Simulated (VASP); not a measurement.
# Mn (Fm-3m) in VASP: a series of runs

Runs on Mn. Level: revPBE. Tasks: single point, relaxation of cell and atoms.

Program: VASP 6.6.1. These are calculated values, not measurements. Logs are shortened: lines on timing, memory, paths and dates and some standing lists are left out, and cuts for length are marked.

## 1. The cell of the first run

It takes space group Fm-3m (No. 225, cubic). Conventional cell: a = 3.566 Å, b = 3.566 Å, c = 3.566 Å, α = 90.00°, β = 90.00°, γ = 90.00°. Within 3.3 Å of Mn (site symmetry m-3m) lie 12 Mn at 2.52 Å.

This isn't the form of Mn at room conditions, which is a 58-atom cubic cell.

## 2. Single point, revPBE, collinear spin, ferromagnetic start (11.33 Å³/atom)

INCAR

```
SYSTEM = Mn
PREC     = Accurate       ! precision mode
ENCUT    = 520            ! plane-wave cutoff, eV
EDIFF    = 1E-7           ! SCF threshold, eV
ISMEAR   = -1             ! smearing method
SIGMA    = 0.05           ! smearing width, eV
LREAL    = .False.        ! projectors in reciprocal space
LASPH    = .True.         ! aspherical terms in the spheres
NELM     = 150            ! most SCF steps
ALGO     = Normal         ! electronic algorithm
ISIF     = 2              ! what is computed and relaxed
LWAVE    = .False.        ! write WAVECAR
LCHARG   = .True.         ! write CHGCAR
ISPIN    = 2              ! spin polarisation
MAGMOM   = 3              ! initial moments
LORBIT   = 11             ! projections on sites
LMAXMIX  = 4              ! l up to which the mixer works
GGA      = RE             ! functional
LELF     = .True.         ! ELF
LVHAR    = .True.       
NBANDS   = 16             ! bands
```

KPOINTS

```
regular mesh
0
Gamma
  17 17 17
  0 0 0
```

POSCAR

```
Mn
1.0
    0.0000000000      1.7828009949      1.7828009949
    1.7828009949      0.0000000000      1.7828009949
    1.7828009949      1.7828009949      0.0000000000
Mn
1
Direct
    0.0000000000      0.0000000000      0.0000000000
```

Potentials or basis: VASP PAW PBE potentials, release 64 (Mn_pv).

Command:

```bash
cat potpaw_PBE.64/Mn_pv/POTCAR > POTCAR
mpirun -np 1 vasp_std > vasp.out
```

OUTCAR:

```text
SYSTEM = Mn
   PREC = Accurate
   ENCUT = 520
   EDIFF = 1E-7
   ISMEAR = -1
   LREAL = .False.
   LASPH = .True.
   NELM = 150
   ISIF = 2
   ISPIN = 2
   LORBIT = 11
   GGA = RE

 ion  position               nearest neighbor table
   1  0.000  0.000  0.000-

  LATTYP: Found a face centered cubic cell.
 ALAT       =     3.5656019898

  Lattice vectors:

 A1 = (   0.0000000000,   1.7828009949,   1.7828009949)
 A2 = (   1.7828009949,   0.0000000000,   1.7828009949)
 A3 = (   1.7828009949,   1.7828009949,   0.0000000000)

Analysis of symmetry for initial positions (statically):
=====================================================================
 Subroutine PRICEL returns:
 Original cell was already a primitive cell.

 Routine SETGRP: Setting up the symmetry group for a
 face centered cubic supercell.

 Subroutine GETGRP returns: Found 48 space group operations
 (whereof 48 operations were pure point group operations)
 out of a pool of 48 trial point group operations.

The static configuration has the point symmetry O_h .

Analysis of symmetry for dynamics (positions and initial velocities):
=====================================================================
 Subroutine PRICEL returns:
 Original cell was already a primitive cell.

 Routine SETGRP: Setting up the symmetry group for a
 face centered cubic supercell.

 Subroutine GETGRP returns: Found 48 space group operations
 (whereof 48 operations were pure point group operations)
 out of a pool of 48 trial point group operations.

The dynamic configuration has the point symmetry O_h .

Analysis of structural, dynamic, and magnetic symmetry:
=====================================================================
 Subroutine PRICEL returns:
 Original cell was already a primitive cell.

 Routine SETGRP: Setting up the symmetry group for a
 face centered cubic supercell.

 Subroutine GETGRP returns: Found 48 space group operations
 (whereof 48 operations were pure point group operations)
 out of a pool of 48 trial point group operations.

The overall configuration has the point symmetry O_h .

 Subroutine INISYM returns: Found 48 space group operations
 (whereof 48 operations are pure point group operations),
 and found     1 'primitive' translations

----------------------------------------------------------------------------------------

                                     Primitive cell

  volume of cell :      11.3328

  direct lattice vectors                    reciprocal lattice vectors
     0.000000000  1.782800995  1.782800995    -0.280457550  0.280457550  0.280457550
     1.782800995  0.000000000  1.782800995     0.280457550 -0.280457550  0.280457550
     1.782800995  1.782800995  0.000000000     0.280457550  0.280457550 -0.280457550

  length of vectors
     2.521261346  2.521261346  2.521261346     0.485766727  0.485766727  0.485766727

  position of ions in fractional coordinates (direct lattice)
     0.000000000  0.000000000  0.000000000

  ion indices of the primitive-cell ions
   primitive index   ion index
                 1           1

----------------------------------------------------------------------------------------

 KPOINTS: regular mesh

Automatic generation of k-mesh.
 Grid dimensions read from file:
 generate k-points for:   17   17   17

 Generating k-lattice:

  Cartesian coordinates                     Fractional coordinates (reciprocal lattice)
    -0.016497503  0.016497503  0.016497503     0.058823529  0.000000000  0.000000000
     0.016497503 -0.016497503  0.016497503     0.000000000  0.058823529  0.000000000
     0.016497503  0.016497503 -0.016497503     0.000000000  0.000000000  0.058823529

  Length of vectors
     0.028574513  0.028574513  0.028574513

  Shift w.r.t. Gamma in fractional coordinates (k-lattice)
     0.000000000  0.000000000  0.000000000

 Subroutine IBZKPT returns following result:
 ===========================================

 Found    165 irreducible k-points:

 Following reciprocal coordinates:
            Coordinates               Weight
  0.000000  0.000000  0.000000      1.000000
  0.058824  0.000000  0.000000      8.000000
  0.117647  0.000000  0.000000      8.000000
  0.176471  0.000000  0.000000      8.000000
  0.235294  0.000000  0.000000      8.000000
  0.294118  0.000000  0.000000      8.000000
[... 16 lines left out ...]
 -0.176471  0.058824  0.000000     24.000000
 -0.117647  0.058824  0.000000     24.000000
 [... further k-points ...]
   k-points           NKPTS =    165   k-points in BZ     NKDIM =    165   number of bands    NBANDS=     16
   number of dos      NEDOS =    301   number of ions     NIONS =      1
   total plane-waves  NPLWV =   8000
   dimension x,y,z NGX =    20 NGY =   20 NGZ =   20
   dimension x,y,z NGXF=    40 NGYF=   40 NGZF=   40
   ions per type =               1
   NGX,Y,Z   is equivalent  to a cutoff of  13.19, 13.19, 13.19 a.u.
   NGXF,Y,Z  is equivalent  to a cutoff of  26.38, 26.38, 26.38 a.u.
 SYSTEM =  Mn
   PREC   = accura    normal or accurate (medium, high low for compatibility)
   ISTART =      0    job   : 0-new  1-cont  2-samecut
   ICHARG =      2    charge: 1-file 2-atom 10-const
   ISPIN  =      2    spin polarized calculation?
   LNONCOLLINEAR =      F non collinear calculations
   LSORBIT =      F    spin-orbit coupling
   LASPH  =      T    aspherical Exc in radial PAW
   ENCUT  =  520.0 eV  38.22 Ry    6.18 a.u.   4.69  4.69  4.69*2*pi/ulx,y,z
   NELM   =    150;   NELMIN=  2; NELMDL= -5     # of ELM steps
   EDIFF  = 0.1E-06   stopping-criterion for ELM
   LREAL  =      F    real-space projection
   EDIFFG = 0.1E-05   stopping-criterion for IOM
   NSW    =      0    number of steps for IOM
   IBRION =     -1    ionic relax: 0-MD 1-quasi-New 2-CG
   NFREE  =      0    steps in history (QN), initial steepest desc. (CG)
   ISIF   =      2    stress and relaxation
   ISYM   =      2    0-nonsym 1-usesym 2-fastsym
   POTIM  = 0.5000    time-step for ionic-motion
   TEBEG  =    0.0;   TEEND  =   0.0 temperature during run
   PSTRESS=    0.0 pullay stress
   NELECT =      13.0000    total number of electrons
   NUPDOWN=      -1.0000    fix difference up-down
   EMIN   =  10.00;   EMAX   =-10.00  energy-range for DOS
   EFERMI =   0.00;   METHOD = LEGACY
   ISMEAR =    -1;   SIGMA  =   0.05  broadening in eV -4-tet -1-fermi 0-gaus
   EFERMI_NEDOS =   21; number of points for ismear=-14 and -15
   IALGO  =     38    algorithm
   IMIX   =      4    mixing-type and parameters
     AMIX     =   0.40;   BMIX     =  1.00
     AMIX_MAG =   1.60;   BMIX_MAG =  1.00
  volume/ion in A,a.u.               =      11.33        76.48
  Fermi-wavevector in a.u.,A,eV,Ry     =   1.713733  3.238485 39.958675  2.936880
  Thomas-Fermi vector in A             =   2.791422
   LORBIT       =     11    0 simple, 1 ext, 2 COOP (PROOUT), +10 PAW based schemes
   GGA     = RE    functional components
   LHFCALC =     F    Hartree Fock is set to
   AEXX    =    0.0000 exact exchange contribution
   IVDW    =     0    specifies the selected vdW correction
   LEPSILON=     F    determine dielectric tensor
   LRPA    =     F    only Hartree local field effects (RPA)
 spin polarized calculation
  energy-cutoff  :      520.00
  volume of cell :       11.33
 maximum number of plane-waves:       318
   NGX =  9   NGY =  9   NGZ =  9

 number of electron      12.9999993 magnetization       0.0840000

 Free energy of the ion-electron system (eV)
  ---------------------------------------------------
  ext. energy  EPLUGINS =         0.00000000
  ---------------------------------------------------
  free energy    TOTEN  =        -8.47820269 eV

  energy without entropy =       -8.46492068  energy(sigma->0) =       -8.47156169

 E-fermi :   9.8445     XC(G=0): -13.6143

 val. band max:        9.8344761562   @ k =   0.2941   0.2353   0.0588
 cond. band min:       9.8477357830   @ k =  -0.4706   0.0588   0.0000
 fundamental gap:      0.0132596268
 Fermi energy:         9.8445111591

 spin component 1

 k-point     1 :       0.0000    0.0000    0.0000
  band No.  band energies     occupation
      1     -37.9483      1.00000
      2     -37.9483      1.00000
      3     -37.9483      1.00000
      4       1.7659      1.00000
      5       8.7578      1.00000
      6       8.7578      1.00000
[... 8 lines left out ...]
     15      41.1962      0.00000
     16      41.1962      0.00000

 k-point     2 :       0.0588    0.0000    0.0000
  band No.  band energies     occupation
      1     -37.9703      1.00000
      2     -37.9512      1.00000
      3     -37.9512      1.00000
      4       1.9061      1.00000
      5       8.7002      1.00000
      6       8.8005      1.00000
[... 8 lines left out ...]
     15      41.2757      0.00000
     16      41.2757      0.00000

 k-point     3 :       0.1176    0.0000    0.0000
  band No.  band energies     occupation
      1     -38.0329      1.00000
      2     -37.9593      1.00000
      3     -37.9593      1.00000
      4       2.3162      1.00000
      5       8.5465      1.00000
      6       8.9084      1.00000
[... 8 lines left out ...]
     15      41.2644      0.00000
     16      41.3927      0.00000
[... 362 lines left out ...]
 k-point    23 :      -0.1765    0.0588    0.0000
  band No.  band energies     occupation
      1     -38.1686      1.00000
      2     -37.9971      1.00000
      3     -37.9704      1.00000
      4       3.3281      1.00000
      5       8.2269      1.00000
      6       9.0383      1.00000
[... 8 lines left out ...]
     15      40.6818      0.00000
     16      41.2588      0.00000

 k-point    24 :      -0.1176    0.0588    0.0000
  band No.  band energies     occupation
      1     -38.0707      1.00000
      2     -37.9799      1.00000
      3     -37.9589      1.00000
      4       2.6255      1.00000
      5       8.4182      1.00000
      6       8.9904      1.00000
[... 8 lines left out ...]
     15      41.2300      0.00000
     16      41.2449      0.00000

 [... further k-points ...]

 spin component 2

 k-point     1 :       0.0000    0.0000    0.0000
  band No.  band energies     occupation
      1     -37.8557      1.00000
      2     -37.8557      1.00000
      3     -37.8557      1.00000
      4       1.7831      1.00000
      5       8.8037      1.00000
      6       8.8037      1.00000
[... 8 lines left out ...]
     15      41.2152      0.00000
     16      41.2152      0.00000

 k-point     2 :       0.0588    0.0000    0.0000
  band No.  band energies     occupation
      1     -37.8778      1.00000
      2     -37.8586      1.00000
      3     -37.8586      1.00000
      4       1.9233      1.00000
      5       8.7457      1.00000
      6       8.8465      1.00000
[... 8 lines left out ...]
     15      41.2946      0.00000
     16      41.2946      0.00000

 k-point     3 :       0.1176    0.0000    0.0000
  band No.  band energies     occupation
      1     -37.9406      1.00000
      2     -37.8668      1.00000
      3     -37.8668      1.00000
      4       2.3336      1.00000
      5       8.5908      1.00000
      6       8.9558      1.00000
[... 8 lines left out ...]
     15      41.4116      0.00000
     16      41.4116      0.00000
[... 362 lines left out ...]
 k-point    23 :      -0.1765    0.0588    0.0000
  band No.  band energies     occupation
      1     -38.0767      1.00000
      2     -37.9047      1.00000
      3     -37.8779      1.00000
      4       3.3460      1.00000
      5       8.2688      1.00000
      6       9.1004      1.00000
[... 8 lines left out ...]
     15      40.7038      0.00000
     16      41.3895      0.00000

 k-point    24 :      -0.1176    0.0588    0.0000
  band No.  band energies     occupation
      1     -37.9786      1.00000
      2     -37.8874      1.00000
      3     -37.8664      1.00000
      4       2.6430      1.00000
      5       8.4619      1.00000
      6       9.0377      1.00000
[... 8 lines left out ...]
     15      41.2490      0.00000
     16      41.3766      0.00000

 [... further k-points ...]
[... 5 lines left out ...]
  --------------------------------------------------------------------------------------
  -------------------------------------------------------------------------------------
  Total       -0.6666820     -0.6666820     -0.6666820     -0.0000000     -0.0000000      0.0000000
  in kB      -94.2520249    -94.2520249    -94.2520249     -0.0000000     -0.0000000      0.0000000
  external PRESSURE =     -94.2520249 kB  Pullay stress =       0.0000000 kB

 VOLUME and BASIS-vectors are now :
 -----------------------------------------------------------------------------
  energy-cutoff  :      520.00
  volume of cell :       11.33
      direct lattice vectors                 reciprocal lattice vectors
     0.000000000  1.782800995  1.782800995    -0.280457550  0.280457550  0.280457550
     1.782800995  0.000000000  1.782800995     0.280457550 -0.280457550  0.280457550
     1.782800995  1.782800995  0.000000000     0.280457550  0.280457550 -0.280457550

 POSITION                                       TOTAL-FORCE (eV/Angst)
 -----------------------------------------------------------------------------------
      0.00000      0.00000      0.00000         0.000000      0.000000     -0.000000
 -----------------------------------------------------------------------------------
    total drift:                                0.000000      0.000000      0.000000

  FREE ENERGIE OF THE ION-ELECTRON SYSTEM (eV)
  ---------------------------------------------------
  free  energy   TOTEN  =        -8.4782026943 eV

  energy  without entropy=       -8.4649206794  energy(sigma->0) =       -8.47156169

 total charge

# of ion       s       p       d       tot
------------------------------------------
    1        0.405   6.371   5.095  11.872

 magnetization (x)

# of ion       s       p       d       tot
------------------------------------------
    1       -0.000  -0.000   0.083   0.083
```

It took 2.6 min on 1 thread of Intel Xeon 8259CL, shared host; peak memory 0.17 GiB.

Results:

| Property | Result |
| --- | --- |
| Free energy | -8.4782 eV |
| Pressure | -9.4 GPa |
| Net moment | 0.08 μB per cell |
| Site moments | Mn +0.08 μB |
| Valence electrons inside the program's atomic spheres | Mn 11.87 |

Caveat: the cell stands under tension; the PAW data sets were made with another functional, which shifts forces and pressure a little.

## 3. Single point, revPBE, collinear spin, ferromagnetic start (11.77 Å³/atom)

This run uses another cell than the first one, of 11.77 Å³/atom.

INCAR

```
  PREC = Accurate
  ENCUT = 520
  EDIFF = 1E-6
  ISMEAR = -1
  SIGMA = 0.05
  LREAL = False
  LASPH = True
  NELM = 150
  ALGO = Normal
  ISIF = 2
  LWAVE = False
  LCHARG = False
  ISPIN = 2
  MAGMOM = 3
  LORBIT = 11
  LMAXMIX = 4
  GGA = RE
  NBANDS = 16
```

KPOINTS

```
regular mesh
0
Gamma
  17 17 17
```

POSCAR

```
Mn
1.0
    0.0000000000      1.8053704921      1.8053704921
    1.8053704921      0.0000000000      1.8053704921
    1.8053704921      1.8053704921      0.0000000000
Mn
1
Direct
    0.0000000000      0.0000000000      0.0000000000
```

Potentials or basis: VASP PAW PBE potentials, release 64 (Mn_pv).

Command:

```bash
cat potpaw_PBE.64/Mn_pv/POTCAR > POTCAR
mpirun -np 1 vasp_std > vasp.out
```

Wall time 1.9 min (1 thread of Intel Xeon 8259CL, shared host); peak memory 0.16 GiB.

It converged, with:

```yaml
Free_energy: -8.4421 eV
Pressure: -17.0 GPa
Net_moment: 0.17 μB per cell
Site_moments: Mn +0.17 μB
Valence_electrons_inside_the_program's_atomic_spheres: Mn 11.80
```

Levels at points of the mesh, in eV from the Fermi level:
Spin up:
```tsv
k point	band 3	band 4	band 5	band 6	band 7	band 8	band 9	band 10	band 11	band 12
(0.00, 0.00, 0.00)	-47.85	-7.90	-1.04	-1.04	-1.04	0.34	0.34	20.77	25.96	25.96
```
Spin down:
| k point | band 4 | band 5 | band 6 | band 7 | band 8 | band 9 |
| --- | --- | --- | --- | --- | --- | --- |
| (0.00, 0.00, 0.00) | -7.87 | -0.95 | -0.95 | -0.95 | 0.63 | 0.63 |

Caveat: the cell stands under tension; the PAW data sets were made with another functional, which shifts forces and pressure a little.

(Part 1 of 3 ends here.)
